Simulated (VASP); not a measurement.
Runs of VASP 6.6.1 on BAs. It takes space group F-43m (No. 216, cubic). Conventional cell: a = 4.784 Å, b = 4.784 Å, c = 4.784 Å, α = 90.00°, β = 90.00°, γ = 90.00°. B (site symmetry -43m) has 4 As at 2.07 Å within 2.7 Å. As (site symmetry -43m) has 4 B at 2.07 Å within 2.7 Å. 

```tsv
task	level	potentials or basis	k mesh	cutoff (eV)	grid for exact exchange (PRECFOCK)	screening parameter	GW scheme	GW iterations	cutoff of the response function	gap on the mesh (eV)	pressure (GPa)
single point	PBE	VASP PAW PBE potentials, release 64 (B, As)	8 × 8 × 8	520	-	-	-	-	-	1.19	2.8
single point	HSE06	VASP PAW PBE potentials, release 64 (B, As)	6 × 6 × 6	520	Normal	0.2079 1/Å	-	-	-	1.95	-1.2
single point	PBE	VASP PAW PBE potentials, release 64 (B, As)	6 × 6 × 6	520	-	-	-	-	-	1.28	2.8
single point	r2SCAN	VASP PAW PBE potentials, release 64 (B, As)	6 × 6 × 6	520	-	-	-	-	-	(b)	(a)
single point	PBE0	VASP PAW PBE potentials, release 64 (B, As)	6 × 6 × 6	520	Normal	-	-	-	-	2.65	-1.3
```

Alike in all rows: no spin polarisation; cell a = 3.383 Å, angles 60.0°, 2 atoms; smearing gaussian 0.01 eV.

Problem. Fill in the values left out.

Solution. (a) 0.3; (b) 1.47.

Caveats: the PAW data sets were made with another functional, which shifts forces and pressure a little (some runs).

A k mesh can miss the band edges, and the runs leave out spin-orbit coupling on As.
